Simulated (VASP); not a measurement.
A run of VASP 6.6.1 is set up as follows.

The input INCAR:

```
PREC = Accurate
ENCUT = 600
EDIFF = 1E-7
ISMEAR = 0
SIGMA = 0.02
LREAL = False
LASPH = True
NELM = 150
ALGO = Normal
ISIF = 4
LWAVE = False
LCHARG = False
ISPIN = 2
MAGMOM = 2.88 0.24
LORBIT = 11
LMAXMIX = 4
LDAU = True
LDAUTYPE = 2
LDAUL = 2 -1
LDAUU = 3.32 0
LDAUJ = 0 0
LDAUPRINT = 1
GGA = PE
IBRION = 2
NSW = 50
EDIFFG = -0.01
```

The input KPOINTS:

```
regular mesh
0
Gamma
  12 12 12
```

The input POSCAR:

```
CoO
1.0
    1.5668877931      0.9046430892      2.5220173946
   -1.5668877931      0.9046430892      2.5220173946
    0.0000000000     -1.8092861783      2.5220173946
Co O
1 1
Direct
    0.0000000000      0.0000000000      0.0000000000
    0.5000000000      0.5000000000      0.5000000000
```

Potentials or basis: VASP PAW PBE potentials, release 64 (Co, O).

Launch:

```sh
$ cat potpaw_PBE.64/Co/POTCAR potpaw_PBE.64/O/POTCAR > POTCAR
$ mpirun -np 1 vasp_std > vasp.out
```

(1) Predict the site moments.

(2) What does it give for the band gap on the k mesh?

(3) What does it give for the net moment?

Answers

(1) Co +2.73; O +0.24 μB.

(2) zero (filled and empty bands overlap).

(3) 3.00 μB per cell.

Caveat: a cell with one magnetic atom can't hold antiferromagnetic order, which such compounds often take.
